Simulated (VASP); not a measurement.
Here is a VASP 6.6.1 calculation.

INCAR

```
SYSTEM = Cu3Ni
  PREC = Accurate
  ENCUT = 520
  EDIFF = 1E-6
  ISMEAR = -1
  SIGMA = 0.05
  LREAL = .FALSE.
  LASPH = .TRUE.
  NELM = 150
  ALGO = Normal
  ISIF = 2
  LWAVE = .FALSE.
  LCHARG = .FALSE.
  ISPIN = 2
  MAGMOM = 0.6 0.6 0.6 1
  LORBIT = 11
  LMAXMIX = 4
  GGA = PS
  NBANDS = 34
```

File KPOINTS:

```
regular mesh
0
G
  12 12 4
  0 0 0
```

The input POSCAR:

```
Cu3Ni
1.0
    1.3161551000     -2.0603607600      0.0000000000
    1.3161551000      2.0603607600      0.0000000000
    0.0000000000      0.0000000000      8.2458602500
Cu Ni
3 1
Direct
    0.5000000000      0.5000000000      0.2466912200
    0.0000000000      0.0000000000      0.5000000000
    0.5000000000      0.5000000000      0.7533087800
    0.0000000000      0.0000000000      0.0000000000
```

Potentials or basis: VASP PAW PBE potentials, release 64 (Cu, Ni).

Run with:

```sh
$ cat potpaw_PBE.64/Cu/POTCAR potpaw_PBE.64/Ni/POTCAR > POTCAR
$ mpirun -np 1 vasp_std > vasp.out
```

Task: Predict the pressure.

Result: -1.0 GPa.

Task: Estimate the net moment.

Result: 0.00 μB per cell.

Stress tensor (GPa, compression positive):
```
-0.13  0.00  0.00
 0.00 -1.89  0.00
 0.00  0.00 -0.93
```

Caveat: the moments typed at the start vanished in this run; the PAW data sets were made with another functional, which shifts forces and pressure a little.
